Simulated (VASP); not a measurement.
## ZnS: single point with PBEsol

ZnS:

```
Zn S
1.0
     3.41074    0.00000    0.00000
    -1.70537    2.95379    0.00000
     0.00000    0.00000    5.78057
Zn S
2 2
Direct
  0.33333 0.66667 0.00536
  0.66667 0.33333 0.50536
  0.33333 0.66667 0.36964
  0.66667 0.33333 0.86964
```

- Program: VASP 6.6.1
- Task: single point
- Functional: PBEsol
- Potentials or basis: VASP PAW PBE potentials, release 64 (Zn, S)
- Cutoff: 520 eV
- k mesh: 12 × 12 × 6
- Occupations: gaussian, width 0.02 eV
- Spin: no spin polarisation

```yaml
Pressure: 40.5 GPa
Band_gap_on_the_k_mesh: 2.59 eV (least direct gap 3.28 eV)
```

Levels at points of the mesh, in eV from the valence-band top:
```tsv
k point	band 14	band 15	band 16	band 17	band 18	band 19	band 20	band 21	band 22	band 23
(0.00, 0.00, 0.00)	-1.39	-1.39	-0.40	0.00	0.00	3.28	3.75	5.70	5.94	5.94
(0.50, 0.00, 0.00)	-5.60	-5.09	-3.50	-3.03	-1.39	3.11	4.32	4.60	6.27	8.01
(0.00, 0.00, 0.50)	-4.08	-0.74	-0.74	-0.74	-0.74	4.27	4.27	6.49	6.49	6.49
(0.50, 0.00, 0.50)	-6.56	-2.82	-2.82	-2.54	-2.54	3.02	3.02	4.63	4.63	8.83
```

It took 2.3 min on 1 thread of Intel(R) Xeon(R) Platinum 8259CL CPU @ 2.50GHz (Skylake/Cascade Lake), on a shared host, peak memory 0.24 GiB.

Caveat: the cell stands under pressure; the PAW data sets were made with another functional, which shifts forces and pressure a little. A k mesh can miss the band edges.
